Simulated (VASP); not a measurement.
# Sc (P6_3/mmc) in VASP: notebook, part 2 of 2

VASP 6.6.1. Earlier steps stand in the parts before.

### Step 3. Single point, PBE (strain +0.0175 x Voigt [0, 0, 1, 0, 0, 0])

INCAR

```
PREC = Accurate ; ENCUT = 520
EDIFF = 1E-7 ; ISMEAR = 0
SIGMA = 0.15 ; LREAL = F
LASPH = T ; NELM = 80
ALGO = Fast ; ISIF = 2
LWAVE = F ; LCHARG = F
GGA = PE ; NBANDS = 18
```

KPOINTS

```
regular mesh
0
Gamma
  18 18 10
```

POSCAR

```
Sc
1.0
    3.3087978973      0.0000000000      0.0000000000
   -1.6543989486      2.8655030350      0.0000000000
    0.0000000000      0.0000000000      5.3601900000
Sc
2
Direct
    0.3333333333      0.6666666667      0.2500000000
    0.6666666667      0.3333333333      0.7500000000
```

Potentials or basis: VASP PAW PBE potentials, release 64 (Sc_sv).

Command:

```
$ cat potpaw_PBE.64/Sc_sv/POTCAR > POTCAR
$ mpirun -np 1 vasp_std > vasp.out
```

OUTCAR:

```text
PREC = Accurate
   ENCUT = 520
   EDIFF = 1E-7
   ISMEAR = 0
   LREAL = F
   LASPH = T
   NELM = 80
   ISIF = 2
   GGA = PE

 ion  position               nearest neighbor table
   1  0.333  0.667  0.250-   2 3.29   2 3.29   2 3.29   2 3.29   2 3.29   2 3.29
   2  0.667  0.333  0.750-   1 3.29   1 3.29   1 3.29   1 3.29   1 3.29   1 3.29

  LATTYP: Found a hexagonal cell.
 ALAT       =     3.3087978973
 C/A-ratio  =     1.6199810827

  Lattice vectors:

 A1 = (   3.3087978973,   0.0000000000,   0.0000000000)
 A2 = (  -1.6543989486,   2.8655030350,   0.0000000000)
 A3 = (   0.0000000000,   0.0000000000,   5.3601900000)

Analysis of symmetry for initial positions (statically):
=====================================================================
 Subroutine PRICEL returns:
 Original cell was already a primitive cell.

 Routine SETGRP: Setting up the symmetry group for a
 hexagonal supercell.

 Subroutine GETGRP returns: Found 24 space group operations
 (whereof 12 operations were pure point group operations)
 out of a pool of 24 trial point group operations.

The static configuration has the point symmetry D_3d.
 The point group associated with its full space group is D_6h.

Analysis of symmetry for dynamics (positions and initial velocities):
=====================================================================
 Subroutine PRICEL returns:
 Original cell was already a primitive cell.

 Routine SETGRP: Setting up the symmetry group for a
 hexagonal supercell.

 Subroutine GETGRP returns: Found 24 space group operations
 (whereof 12 operations were pure point group operations)
 out of a pool of 24 trial point group operations.

The dynamic configuration has the point symmetry D_3d.
 The point group associated with its full space group is D_6h.

 Subroutine INISYM returns: Found 24 space group operations
 (whereof 12 operations are pure point group operations),
 and found     1 'primitive' translations

----------------------------------------------------------------------------------------

                                     Primitive cell

  volume of cell :      50.8219

  direct lattice vectors                    reciprocal lattice vectors
     3.308797897  0.000000000  0.000000000     0.302224563  0.174489433  0.000000000
    -1.654398949  2.865503035  0.000000000     0.000000000  0.348978866  0.000000000
     0.000000000  0.000000000  5.360190000     0.000000000  0.000000000  0.186560551

  length of vectors
     3.308797897  3.308797897  5.360190000     0.348978866  0.348978866  0.186560551

  position of ions in fractional coordinates (direct lattice)
     0.333333333  0.666666667  0.250000000
     0.666666667  0.333333333  0.750000000

  ion indices of the primitive-cell ions
   primitive index   ion index
                 1           1
                 2           2

----------------------------------------------------------------------------------------

 KPOINTS: regular mesh

Automatic generation of k-mesh.
 Grid dimensions read from file:
 generate k-points for:   18   18   10

 Generating k-lattice:

  Cartesian coordinates                     Fractional coordinates (reciprocal lattice)
     0.016790254  0.009693857  0.000000000     0.055555556  0.000000000  0.000000000
     0.000000000  0.019387715  0.000000000     0.000000000  0.055555556  0.000000000
     0.000000000  0.000000000  0.018656055     0.000000000  0.000000000  0.100000000

  Length of vectors
     0.019387715  0.019387715  0.018656055

  Shift w.r.t. Gamma in fractional coordinates (k-lattice)
     0.000000000  0.000000000  0.000000000

 Subroutine IBZKPT returns following result:
 ===========================================

 Found    222 irreducible k-points:

 Following reciprocal coordinates:
            Coordinates               Weight
  0.000000  0.000000  0.000000      1.000000
  0.055556 -0.000000  0.000000      6.000000
  0.111111 -0.000000  0.000000      6.000000
  0.166667 -0.000000  0.000000      6.000000
  0.222222 -0.000000  0.000000      6.000000
  0.277778 -0.000000  0.000000      6.000000
[... 16 lines left out ...]
  0.333333  0.111111  0.000000     12.000000
  0.388889  0.111111  0.000000     12.000000
 [... further k-points ...]
   k-points           NKPTS =    222   k-points in BZ     NKDIM =    222   number of bands    NBANDS=     18
   number of dos      NEDOS =    301   number of ions     NIONS =      2
   total plane-waves  NPLWV =  31360
   dimension x,y,z NGX =    28 NGY =   28 NGZ =   40
   dimension x,y,z NGXF=    56 NGYF=   56 NGZF=   80
   ions per type =               2
   NGX,Y,Z   is equivalent  to a cutoff of  14.07, 14.07, 12.41 a.u.
   NGXF,Y,Z  is equivalent  to a cutoff of  28.14, 28.14, 24.81 a.u.
 SYSTEM =  unknown system
   PREC   = accura    normal or accurate (medium, high low for compatibility)
   ISTART =      0    job   : 0-new  1-cont  2-samecut
   ICHARG =      2    charge: 1-file 2-atom 10-const
   ISPIN  =      1    spin polarized calculation?
   LNONCOLLINEAR =      F non collinear calculations
   LSORBIT =      F    spin-orbit coupling
   LASPH  =      T    aspherical Exc in radial PAW
   ENCUT  =  520.0 eV  38.22 Ry    6.18 a.u.   6.15  6.15  9.97*2*pi/ulx,y,z
   NELM   =     80;   NELMIN=  2; NELMDL= -5     # of ELM steps
   EDIFF  = 0.1E-06   stopping-criterion for ELM
   LREAL  =      F    real-space projection
   EDIFFG = 0.1E-05   stopping-criterion for IOM
   NSW    =      0    number of steps for IOM
   IBRION =     -1    ionic relax: 0-MD 1-quasi-New 2-CG
   NFREE  =      0    steps in history (QN), initial steepest desc. (CG)
   ISIF   =      2    stress and relaxation
   ISYM   =      2    0-nonsym 1-usesym 2-fastsym
   POTIM  = 0.5000    time-step for ionic-motion
   TEBEG  =    0.0;   TEEND  =   0.0 temperature during run
   PSTRESS=    0.0 pullay stress
   NELECT =      22.0000    total number of electrons
   NUPDOWN=      -1.0000    fix difference up-down
   EMIN   =  10.00;   EMAX   =-10.00  energy-range for DOS
   EFERMI =   0.00;   METHOD = LEGACY
   ISMEAR =     0;   SIGMA  =   0.15  broadening in eV -4-tet -1-fermi 0-gaus
   EFERMI_NEDOS =   21; number of points for ismear=-14 and -15
   IALGO  =     68    algorithm
   IMIX   =      4    mixing-type and parameters
     AMIX     =   0.40;   BMIX     =  1.00
     AMIX_MAG =   1.60;   BMIX_MAG =  1.00
  volume/ion in A,a.u.               =      25.41       171.48
  Fermi-wavevector in a.u.,A,eV,Ry     =   1.238412  2.340260 20.866783  1.533665
  Thomas-Fermi vector in A             =   2.372939
   LORBIT       =      0    0 simple, 1 ext, 2 COOP (PROOUT), +10 PAW based schemes
   GGA     = PE    functional components
   LHFCALC =     F    Hartree Fock is set to
   AEXX    =    0.0000 exact exchange contribution
   IVDW    =     0    specifies the selected vdW correction
   LEPSILON=     F    determine dielectric tensor
   LRPA    =     F    only Hartree local field effects (RPA)
 non-spin polarized calculation
 RMM-DIIS sequential band-by-band and
 Gauss-broadening in eV      SIGMA  =   0.15
  energy-cutoff  :      520.00
  volume of cell :       50.82
 maximum number of plane-waves:      1387
 NGX is ok and might be reduce to    28
   NGX = 13   NGY = 13   NGZ = 19

 number of electron      22.0000004 magnetization

 Free energy of the ion-electron system (eV)
  ---------------------------------------------------
  ext. energy  EPLUGINS =         0.00000000
  ---------------------------------------------------
  free energy    TOTEN  =       -12.50410208 eV

  energy without entropy =      -12.45305223  energy(sigma->0) =      -12.47857716

 E-fermi :   3.5097     XC(G=0):  -9.7571

 val. band max:        3.5083650296   @ k =   0.2222   0.0556   0.3000
 cond. band min:       3.5097799731   @ k =   0.4444   0.1111   0.4000
 fundamental gap:      0.0014149435
 Fermi energy:         3.5097036345

 k-point     1 :       0.0000    0.0000    0.0000
  band No.  band energies     occupation
      1     -45.9952      2.00000
      2     -45.9419      2.00000
      3     -24.7801      2.00000
      4     -24.4763      2.00000
      5     -24.4763      2.00000
      6     -24.4274      2.00000
[... 10 lines left out ...]
     17       5.8902      0.00000
     18       5.8904      0.00000
[... 463 lines left out ...]
 k-point    24 :       0.3889    0.1111    0.0000
  band No.  band energies     occupation
      1     -45.9442      2.00000
      2     -45.9268      2.00000
      3     -24.7253      2.00000
      4     -24.6697      2.00000
      5     -24.6218      2.00000
      6     -24.5685      2.00000
[... 10 lines left out ...]
     17       7.1654      0.00000
     18       7.2753      0.00000

 [... further k-points ...]

------------------------ aborting loop because EDIFF is reached ----------------------------------------

  FORCE on cell =-STRESS in cart. coord.  units (eV):
  Direction    XX          YY          ZZ          XY          YZ          ZX
  --------------------------------------------------------------------------------------
  -------------------------------------------------------------------------------------
  Total       -0.1711811     -0.1711811     -0.9999796     -0.0000000      0.0000000     -0.0000000
  in kB       -5.3965363     -5.3965363    -31.5246609     -0.0000000      0.0000000     -0.0000000
  external PRESSURE =     -14.1059111 kB  Pullay stress =       0.0000000 kB

 VOLUME and BASIS-vectors are now :
 -----------------------------------------------------------------------------
  energy-cutoff  :      520.00
  volume of cell :       50.82
      direct lattice vectors                 reciprocal lattice vectors
     3.308797897  0.000000000  0.000000000     0.302224563  0.174489433  0.000000000
    -1.654398949  2.865503035  0.000000000     0.000000000  0.348978866  0.000000000
     0.000000000  0.000000000  5.360190000     0.000000000  0.000000000  0.186560551

 POSITION                                       TOTAL-FORCE (eV/Angst)
 -----------------------------------------------------------------------------------
     -0.00000      1.91034      1.34005        -0.000000      0.000000      0.000000
      1.65440      0.95517      4.02014         0.000000     -0.000000      0.000000
 -----------------------------------------------------------------------------------
    total drift:                               -0.000000      0.000000     -0.000000

  FREE ENERGIE OF THE ION-ELECTRON SYSTEM (eV)
  ---------------------------------------------------
  free  energy   TOTEN  =       -12.5041020803 eV

  energy  without entropy=      -12.4530522349  energy(sigma->0) =      -12.47857716
```

Run time: 6 min. Hardware: 1 thread of Intel Xeon Platinum 8375C at 2.90GHz (Ice Lake), shared host; peak memory 0.3 GiB.

Results:

| Property | Result |
| --- | --- |
| Free energy | -12.5041 eV |
| Pressure | -1.4 GPa |
| Band gap on the k mesh | zero (bands 11 and 12 overlap by 1.25 eV) |

Stress tensor (GPa, compression positive):
```
-0.54  0.00  0.00
 0.00 -0.54  0.00
 0.00  0.00 -3.15
```

Caveat: the cell differs from its parent crystal (strain +0.0175 x Voigt [0, 0, 1, 0, 0, 0]).
